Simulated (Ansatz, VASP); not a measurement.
# Two plane-wave programs on TiAl3

Contents of INCAR:

```
SYSTEM = TiAl3
PREC = Accurate
ENCUT = 520
EDIFF = 1E-6
ISMEAR = -1
SIGMA = 0.05
LREAL = .FALSE.
LASPH = .TRUE.
NELM = 80
ALGO = Normal
ISIF = 2
LWAVE = .FALSE.
LCHARG = .TRUE.
GGA = B5
ALDAX = 1.0
AGGAX = 1.0
AGGAC = 1.0
ALDAC = 0.0
LELF = .TRUE.
LVHAR = .TRUE.
NBANDS = 18
```

File KPOINTS:

```
Automatic mesh
0
G
  6 6 6
  0 0 0
```

POSCAR

```
TiAl3
1.0
   -1.9111067713      1.9111067713      4.2806687947
    1.9111067713     -1.9111067713      4.2806687947
    1.9111067713      1.9111067713     -4.2806687947
Ti Al
1 3
Direct
    0.0000000000      0.0000000000      0.0000000000
    0.2500000000      0.7500000000      0.5000000000
    0.7500000000      0.2500000000      0.5000000000
    0.5000000000      0.5000000000      0.0000000000
```

The input input.yaml:

```yaml
crystal:
  lattice:
    - [-1.9111067713, 1.9111067713, 4.2806687947]
    - [1.9111067713, -1.9111067713, 4.2806687947]
    - [1.9111067713, 1.9111067713, -4.2806687947]
  atoms:
    - { symbol: Ti, position: [0.0, 0.0, 0.0] }
    - { symbol: Al, position: [0.25, 0.75, 0.5] }
    - { symbol: Al, position: [0.75, 0.25, 0.5] }
    - { symbol: Al, position: [0.5, 0.5, 0.0] }
hamiltonian:
  xc: blyp
  pseudopotentials: { kind: paw }
kpoints:
  mp_grid: { grid: [6, 6, 6] }
  band_path:
    path:
      - [[0.0, 0.0, 0.0], [0.0, 0.0, 0.5], [-0.0996590294, 0.0996590294, 0.5], [-0.2998295147, 0.2998295147, 0.2998295147], [0.0, 0.0, 0.0], [0.5, 0.5, -0.5], [0.2998295147, 0.7001704853, -0.2998295147], [0.0, 0.5, 0.0], [0.25, 0.25, 0.25], [0.5, 0.5, -0.0996590294], [0.5, 0.5, -0.5]]
      - [[0.0, 0.0, 0.5], [0.25, 0.25, 0.25]]
    npoints: 14
scf:
  occupations: { method: fermi_dirac, width: 0.05 }
  n_extra_bands: 10
output:
  forces: true
  stress: true
  eigenvalues: true
  fatbands: false
```

Alike in both runs: functional BLYP; k mesh 6 × 6 × 6; occupations fermi-dirac, width 0.05 eV; no spin polarisation.

|  | VASP | Ansatz |
| --- | --- | --- |
| version | VASP 6.6.1 | Ansatz 0.2.0 |
| potentials or method | VASP PAW PBE potentials, release 64 (Ti_sv, Al) | Ansatz PAW |
| plane-wave cutoff (eV) | 520 | 420 |
| valence electrons in the cell | 21 | 21 |
| task | single point | band structure |

```csv
,VASP,Ansatz,Ansatz less VASP
gap on the k mesh at the Fermi level (eV),none,none,-
pressure (GPa),5.3,5.1,-0.19
"traceless stress, the component that is largest in VASP (GPa)",0.50,0.49,-0.009
```

VASP's potentials were made for PBE, not for BLYP. A gap of «none» marks a metal or a gap that the smearing closes. With one functional, cell and mesh, what is left measures potentials, basis and numerics.

The k mesh is coarse, so the values compare programs but aren't converged.
